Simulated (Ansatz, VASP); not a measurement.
TePb in VASP and in Ansatz

The input INCAR:

```
ALGO = Normal ; EDIFF = 1E-7
ENCUT = 520 ; GGA = PE
ISIF = 2 ; ISMEAR = 0
LASPH = T ; LCHARG = T
LELF = T ; LREAL = F
LVHAR = T ; LWAVE = F
NBANDS = 17 ; NELM = 100
PREC = Accurate ; SIGMA = 0.02
```

KPOINTS

```
k-points
0
Gamma
  6 6 6
```

POSCAR

```
TePb
1.0
    0.0000000000      3.2847785971      3.2847785971
    3.2847785971      0.0000000000      3.2847785971
    3.2847785971      3.2847785971      0.0000000000
Te Pb
1 1
Direct
    0.0000000000      0.0000000000      0.0000000000
    0.5000000000      0.5000000000      0.5000000000
```

Input for Ansatz:

```yaml
crystal:
  lattice:
    - [0.0, 3.2847785971, 3.2847785971]
    - [3.2847785971, 0.0, 3.2847785971]
    - [3.2847785971, 3.2847785971, 0.0]
  atoms:
    - { symbol: Te, position: [0.0, 0.0, 0.0] }
    - { symbol: Pb, position: [0.5, 0.5, 0.5] }
basis:
  ecutwfc: 420
  xc_grid: 2
kpoints:
  mp_grid: { grid: [6, 6, 6] }
  band_path: { path: [VBM, CBM], npoints: 2 }
hamiltonian:
  xc: pbe
scf:
  occupations: { method: gaussian, width: 0.02 }
output:
  forces: true
  stress: true
  eigenvalues: true
```

Alike in both runs: task single point; functional PBE; k mesh 6 × 6 × 6; occupations gaussian, width 0.02 eV; no spin polarisation.

```csv
,VASP,Ansatz
version,VASP 6.6.1,Ansatz 0.2.0
potentials or method,"VASP PAW PBE potentials, release 64 (Te, Pb_d), cutoff 520 eV","scalar-relativistic, plane waves, PAW"
valence electrons in the cell,20,30
```

|  | VASP | Ansatz | Ansatz less VASP |
| --- | --- | --- | --- |
| gap on the k mesh at the Fermi level (eV) | 0.83 | 0.83 | -0.004 |
| least direct gap on the mesh (eV) | 0.83 | 0.83 | -0.004 |
| pressure (GPa) | 0.0 | 0.0 | +0.04 |

The functional is the same, so the differences come from potentials, cutoffs and numerics. VASP's potentials hold 20 valence electrons a cell and Ansatz's 30, so a difference there can come from the potentials and not from the codes.

Spin-orbit coupling is off throughout.
